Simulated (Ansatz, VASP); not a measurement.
Li3Os in VASP and in Ansatz

The input INCAR:

```
SYSTEM = Li3Os
PREC = Accurate
ENCUT = 600
EDIFF = 1E-6
ISMEAR = 0
SIGMA = 0.1
LREAL = .False.
LASPH = .True.
NELM = 60
ALGO = Fast
ISIF = 3
LWAVE = .False.
LCHARG = .False.
GGA = PE
IBRION = 2
NSW = 90
EDIFFG = -0.04
```

KPOINTS

```
regular mesh
0
Gamma
  9 9 2
  0 0 0
```

File POSCAR:

```
Li3Os
1.0
    2.6817231191      0.0000000000      0.0000000000
   -1.3408615595      2.3224403470      0.0000000000
    0.0000000000      0.0000000000      9.7860161096
Li Os
3 1
Direct
    0.6666666667      0.3333333333      0.7261382728
    0.0000000000      0.0000000000      0.0000000000
    0.3333333333      0.6666666667      0.2738617272
    0.0000000000      0.0000000000      0.5000000000
```

Input for Ansatz:

```yaml
crystal:
  lattice:
    - [2.6817231191, 0.0, 0.0]
    - [-1.3408615595, 2.322440347, 0.0]
    - [0.0, 0.0, 9.7860161096]
  atoms:
    - { symbol: Li, position: [0.6666666667, 0.3333333333, 0.7261382728] }
    - { symbol: Li, position: [0.0, 0.0, 0.0] }
    - { symbol: Li, position: [0.3333333333, 0.6666666667, 0.2738617272] }
    - { symbol: Os, position: [0.0, 0.0, 0.5] }
basis:
  ecutwfc: 420
kpoints:
  mp_grid: { grid: [9, 9, 2] }
hamiltonian:
  xc: pbe
scf:
  occupations: { method: gaussian, width: 0.1 }
  lower_state_search: "off"
output:
  forces: true
  stress: true
  eigenvalues: true
relax:
  adjacent_minimum: "off"
  f_tol: 0.04
  max_steps: 70
  cell: { stress_tol: 0.4 }
```

Alike in both runs: task relaxation of cell and atoms; functional PBE; k mesh 9 × 9 × 2; occupations gaussian, width 0.1 eV; no spin polarisation.

|  | VASP | Ansatz |
| --- | --- | --- |
| version | VASP 6.6.1 | Ansatz 0.2.0 |
| potentials or method | VASP PAW PBE potentials, release 64 (Li_sv, Os), cutoff 600 eV | scalar-relativistic, plane waves, PAW |
| valence electrons in the cell | 17 | 25 |

Ansatz gave:

- gap on the k mesh at the Fermi level, each at its own relaxed structure (eV): none
- relaxed volume (Å³/atom): 15.09
- relaxed length of the cell vector where the two differ most in proportion (Å): 9.694

**Question.** Estimate VASP's values.

**Answer.** gap on the k mesh at the Fermi level, each at its own relaxed structure (eV): none; relaxed volume (Å³/atom): 14.98; relaxed length of the cell vector where the two differ most in proportion (Å): 9.654.

A gap of «none» marks a metal or a gap that the smearing closes. VASP's potentials hold 17 valence electrons a cell and Ansatz's 25, so a difference there can come from the potentials and not from the codes.

Neither program's run includes spin-orbit coupling. Noted on VASP's run: the cutoff is under 1.25 times that of the potentials, so the pressure is a little rough.
